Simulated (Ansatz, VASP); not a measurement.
# Cu: VASP beside Ansatz

```xyz
1
Lattice="0.0000 1.7352 1.6629 1.7352 0.0000 1.6629 1.7352 1.7352 0.0000" Properties=species:S:1:pos:R:3 pbc="T T T"
Cu    0.0000    0.0000    0.0000
```

Change from the starting cell: strain -0.040 along x and y, -0.080 along z, atoms carried along.

Alike in both runs: task single point; functional PBE; k mesh 22 × 22 × 22; occupations gaussian, width 0.15 eV; no spin polarisation.

|  | VASP | Ansatz |
| --- | --- | --- |
| version | VASP 6.6.1 | Ansatz 0.2.0 |
| potentials or method | VASP PAW PBE potentials, release 64 (Cu), cutoff 520 eV | scalar-relativistic, plane waves, PAW |
| valence electrons in the cell | 11 | 19 |

|  | VASP | Ansatz | Ansatz less VASP |
| --- | --- | --- | --- |
| gap on the k mesh at the Fermi level (eV) | none | none | - |
| pressure (GPa) | 39.6 | 39.0 | -0.54 |
| traceless stress, the component that is largest in VASP (GPa) | 2.12 | 2.10 | -0.020 |

A gap of «none» marks a metal or a gap that the smearing closes. Both programs put the cell under a high pressure, so it lies far from rest at this level. The functional is the same, so the differences come from potentials, cutoffs and numerics. VASP's potentials hold 11 valence electrons a cell and Ansatz's 19, so a difference there can come from the potentials and not from the codes.
